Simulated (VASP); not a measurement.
# Au (P-1) in VASP: single point with r2SCAN

Aim: the single point of Au with r2SCAN.

Program: VASP 6.6.1. These are calculated values, not measurements. Logs are shortened: lines on timing, memory, paths and dates and some standing lists are left out, and cuts for length are marked.

## 1. The cell of the first run

The typed cell holds 1 atom: a = 2.930 Å, b = 2.886 Å, c = 2.882 Å, α = 57.93°, β = 64.48°, γ = 57.26°.

## 2. Single point, r2SCAN

Input file POSCAR:

```
Au
1.0
   -0.0417739400      1.9534674600      2.1836343100
    2.0212981700      0.0837522500      2.0581081200
    2.1322925200      1.9389356200     -0.0272421100
Au
1
Direct
    0.0000000000      0.0000000000      0.0000000000
```

Input file INCAR.step1:

```
PREC = Accurate
ENCUT = 520
ISMEAR = 0
SIGMA = 0.1
LREAL = F
LASPH = T
NELM = 100
NBANDS = 12
GGA = PE
ALGO = Normal
EDIFF = 1E-4
LWAVE = T
LCHARG = F
```

Input file INCAR.step2:

```
PREC = Accurate
ENCUT = 520
EDIFF = 1E-6
ISMEAR = 0
SIGMA = 0.1
LREAL = F
LASPH = T
NELM = 100
ALGO = Normal
ISIF = 2
LWAVE = F
LCHARG = F
METAGGA = R2SCAN
LMIXTAU = T
NBANDS = 12
ISTART = 1
```

Input file KPOINTS:

```
regular mesh
0
Gamma
  18 19 18
```

Potentials or basis: VASP PAW PBE potentials, release 64 (Au).

Started as:

```console
$ cat potpaw_PBE.64/Au/POTCAR > POTCAR
$ cp INCAR.step1 INCAR
$ mpirun -np 1 vasp_std > vasp.out
$ cp INCAR.step2 INCAR
$ mpirun -np 1 vasp_std > vasp.out
```

OUTCAR:

```text
PREC = Accurate
   ENCUT = 520
   EDIFF = 1E-6
   ISMEAR = 0
   LREAL = F
   LASPH = T
   NELM = 100
   ISIF = 2
   METAGGA = R2SCAN
   ISTART = 1

 ion  position               nearest neighbor table
   1  0.000  0.000  0.000-

  LATTYP: Found a triclinic cell.
 ALAT       =     2.8821666957
 B/A-ratio  =     1.4567914347
 C/A-ratio  =     2.1503173586
 COS(alpha) =     0.0063561723
 COS(beta)  =     0.6252637844
 COS(gamma) =     0.7506669668

  Lattice vectors:

 A1 = (  -2.1322925200,  -1.9389356200,   0.0272421100)
 A2 = (  -4.1953646300,  -0.0692204100,   0.1527683000)
 A3 = (  -0.0274464700,  -5.7621182900,  -2.2819183900)

Analysis of symmetry for initial positions (statically):
=====================================================================
 Subroutine PRICEL returns:
 Original cell was already a primitive cell.

 Routine SETGRP: Setting up the symmetry group for a
 triclinic supercell.

 Subroutine GETGRP returns: Found  2 space group operations
 (whereof  2 operations were pure point group operations)
 out of a pool of  2 trial point group operations.

The static configuration has the point symmetry S_2 .

Analysis of symmetry for dynamics (positions and initial velocities):
=====================================================================
 Subroutine PRICEL returns:
 Original cell was already a primitive cell.

 Routine SETGRP: Setting up the symmetry group for a
 triclinic supercell.

 Subroutine GETGRP returns: Found  2 space group operations
 (whereof  2 operations were pure point group operations)
 out of a pool of  2 trial point group operations.

The dynamic configuration has the point symmetry S_2 .

 Subroutine INISYM returns: Found  2 space group operations
 (whereof  2 operations are pure point group operations),
 and found     1 'primitive' translations

----------------------------------------------------------------------------------------

                                     Primitive cell

  volume of cell :      17.0152

  direct lattice vectors                    reciprocal lattice vectors
    -0.041773940  1.953467460  2.183634310    -0.234662037  0.261152018  0.219837759
     2.021298170  0.083752250  2.058108120     0.251959644 -0.273579504  0.249562852
     2.132292520  1.938935620 -0.027242110     0.225537383  0.264454851 -0.232265246

  length of vectors
     2.930194359  2.885908828  2.882166696     0.414240616  0.447896220  0.418031845

  position of ions in fractional coordinates (direct lattice)
     0.000000000  0.000000000  0.000000000
[... 85 lines left out ...]
   TEBEG  =    0.0;   TEEND  =   0.0 temperature during run
   PSTRESS=    0.0 pullay stress
   NELECT =      11.0000    total number of electrons
   NUPDOWN=      -1.0000    fix difference up-down
   EMIN   =  10.00;   EMAX   =-10.00  energy-range for DOS
   EFERMI =   0.00;   METHOD = LEGACY
   ISMEAR =     0;   SIGMA  =   0.10  broadening in eV -4-tet -1-fermi 0-gaus
   EFERMI_NEDOS =   21; number of points for ismear=-14 and -15
   IALGO  =     38    algorithm
   IMIX   =      4    mixing-type and parameters
     AMIX     =   0.40;   BMIX     =  1.00
     AMIX_MAG =   1.60;   BMIX_MAG =  1.00
  volume/ion in A,a.u.               =      17.02       114.82
  Fermi-wavevector in a.u.,A,eV,Ry     =   1.415555  2.675011 27.263297  2.003796
  Thomas-Fermi vector in A             =   2.536981
   LORBIT       =      0    0 simple, 1 ext, 2 COOP (PROOUT), +10 PAW based schemes
   METAGGA = R2SCAN    functional components
   LHFCALC =     F    Hartree Fock is set to
   AEXX    =    0.0000 exact exchange contribution
   IVDW    =     0    specifies the selected vdW correction
   LEPSILON=     F    determine dielectric tensor
   LRPA    =     F    only Hartree local field effects (RPA)
 non-spin polarized calculation
 Gauss-broadening in eV      SIGMA  =   0.10
  energy-cutoff  :      520.00
  volume of cell :       17.02
 maximum number of plane-waves:       472
 NGX is ok and might be reduce to    24
   NGX = 11   NGY = 11   NGZ = 11

 number of electron      11.0000001 magnetization

 Free energy of the ion-electron system (eV)
  ---------------------------------------------------
  ext. energy  EPLUGINS =         0.00000000
  ---------------------------------------------------
  free energy    TOTEN  =       -50.56716178 eV

  energy without entropy =      -50.56548665  energy(sigma->0) =      -50.56632421

 E-fermi :   9.3919     XC(G=0): -13.6330

 val. band max:        9.3908652840   @ k =   0.0556  -0.2632   0.2222
 cond. band min:       9.3932197135   @ k =  -0.0556   0.3684   0.4444
 fundamental gap:      0.0023544295
 Fermi energy:         9.3919243768

 k-point     1 :       0.0000    0.0000    0.0000
  band No.  band energies     occupation
      1      -0.7610      2.00000
      2       3.7422      2.00000
      3       4.3077      2.00000
      4       5.0483      2.00000
      5       5.4867      2.00000
      6       6.4214      2.00000
      7      24.7173      0.00000
      8      27.1386      0.00000
      9      28.6572      0.00000
     10      30.9675      0.00000
     11      34.1639      0.00000
     12      36.9830      0.00000
[... 331 lines left out ...]
 k-point    24 :      -0.2778    0.0526   -0.0000
  band No.  band energies     occupation
      1       1.4287      2.00000
      2       4.3095      2.00000
      3       4.5578      2.00000
      4       4.9435      2.00000
      5       6.1133      2.00000
      6       6.7496      2.00000
      7      18.3158      0.00000
      8      25.6004      0.00000
      9      29.1676      0.00000
     10      31.0070      0.00000
     11      31.9528      0.00000
     12      33.7071      0.00000

 [... further k-points ...]

------------------------ aborting loop because EDIFF is reached ----------------------------------------

  FORCE on cell =-STRESS in cart. coord.  units (eV):
  Direction    XX          YY          ZZ          XY          YZ          ZX
  --------------------------------------------------------------------------------------
  -------------------------------------------------------------------------------------
  Total        0.6783310      0.8329949      0.6100270     -0.1517003     -0.2196223      0.0189043
  in kB       63.8726969     78.4360880     57.4410931    -14.2843344    -20.6799788      1.7800571
  external PRESSURE =      66.5832926 kB  Pullay stress =       0.0000000 kB

 VOLUME and BASIS-vectors are now :
 -----------------------------------------------------------------------------
  energy-cutoff  :      520.00
  volume of cell :       17.02
      direct lattice vectors                 reciprocal lattice vectors
    -0.041773940  1.953467460  2.183634310    -0.234662037  0.261152018  0.219837759
     2.021298170  0.083752250  2.058108120     0.251959644 -0.273579504  0.249562852
     2.132292520  1.938935620 -0.027242110     0.225537383  0.264454851 -0.232265246

 POSITION                                       TOTAL-FORCE (eV/Angst)
 -----------------------------------------------------------------------------------
      0.00000      0.00000      0.00000         0.000000     -0.000000     -0.000000
 -----------------------------------------------------------------------------------
    total drift:                               -0.000000      0.000000      0.000000

  FREE ENERGIE OF THE ION-ELECTRON SYSTEM (eV)
  ---------------------------------------------------
  free  energy   TOTEN  =       -50.5671617827 eV

  energy  without entropy=      -50.5654866468  energy(sigma->0) =      -50.56632421
```

OUTCAR.step1:

```text
PREC = Accurate
   ENCUT = 520
   ISMEAR = 0
   LREAL = F
   LASPH = T
[... 581 lines left out ...]

 POSITION                                       TOTAL-FORCE (eV/Angst)
 -----------------------------------------------------------------------------------
      0.00000      0.00000      0.00000         0.000000     -0.000000     -0.000000
 -----------------------------------------------------------------------------------
    total drift:                               -0.000000     -0.000000     -0.000000

  FREE ENERGIE OF THE ION-ELECTRON SYSTEM (eV)
  ---------------------------------------------------
  free  energy   TOTEN  =        -3.1753176835 eV

  energy  without entropy=       -3.1736458053  energy(sigma->0) =       -3.17448174
```

OSZICAR.step1:

```text
N       E                     dE             d eps       ncg     rms          rms(c)
DAV:   1     0.499983106821E+02    0.49998E+02   -0.56138E+03 76592   0.818E+02
DAV:   2    -0.274993476885E+01   -0.52748E+02   -0.49784E+02 86968   0.188E+02
DAV:   3    -0.344646860555E+01   -0.69653E+00   -0.69590E+00 88980   0.208E+01
DAV:   4    -0.344881825780E+01   -0.23497E-02   -0.23496E-02 87244   0.139E+00
DAV:   5    -0.344883553319E+01   -0.17275E-04   -0.17277E-04 89524   0.114E-01    0.945E+00
DAV:   6    -0.319701296444E+01    0.25182E+00   -0.66696E-01 80812   0.662E+00    0.601E+00
DAV:   7    -0.317762632258E+01    0.19387E-01   -0.66089E-02 88440   0.210E+00    0.281E+00
DAV:   8    -0.317533190245E+01    0.22944E-02   -0.18915E-03 81768   0.374E-01    0.259E-01
DAV:   9    -0.317531768349E+01    0.14219E-04   -0.96861E-06 51780   0.292E-02
   1 F= -.31753177E+01 E0= -.31744817E+01  d E =-.167188E-02
```

Run time: 23 min. Hardware: 1 thread of AMD EPYC 9R45 (Zen 5), shared host; peak memory 0.64 GiB.

Results:

```
Free energy            : -50.5672 eV
Pressure               : 6.7 GPa
Band gap on the k mesh : zero (an odd number of electrons rules out a gap without spin polarisation)
```

Caveat: the cell stands under pressure; the PAW data sets were made with another functional, which shifts forces and pressure a little; spin-orbit coupling is left out, which moves the levels of the heavy elements.
